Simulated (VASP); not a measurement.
Runs of VASP 6.6.1 on BN. The structure is hexagonal, space group P6_3/mmc (No. 194). Conventional cell: a = 2.501 Å, b = 2.501 Å, c = 6.893 Å, α = 90.00°, β = 90.00°, γ = 120.00°. Within 1.9 Å of B (site symmetry -6m2) lie 3 N at 1.44 Å. Within 1.9 Å of N (site symmetry -6m2) lie 3 B at 1.44 Å. 

```tsv
level	k mesh	smearing	grid for exact exchange (PRECFOCK)	screening parameter	gap on the mesh (eV)	pressure (GPa)
HSE06	6 × 6 × 2	gaussian 0.01 eV	Normal	0.2079 1/Å	5.64	(b)
r2SCAN	9 × 9 × 4	methfessel-paxton 0.001 eV	-	-	5.06	0.4
r2SCAN	4 × 4 × 4	gaussian 0.01 eV	-	-	(a)	0.3
PBEsol	9 × 9 × 4	gaussian 0.01 eV	-	-	(c)	1.4
```

Alike in all rows: task single point; potentials or basis VASP PAW PBE potentials, release 64 (B, N); no spin polarisation; cell as given; cutoff (eV) 520.

Question: Fill in the values left out.

Answer: (a) 5.45; (b) -0.8; (c) 4.35.

Caveats: some runs use coarse meshes; the PAW data sets were made with another functional, which shifts forces and pressure a little; this functional lacks dispersion, which binds the layers, so the pressure and a relaxed spacing across them are unreliable (some runs).

A k mesh can miss the band edges.
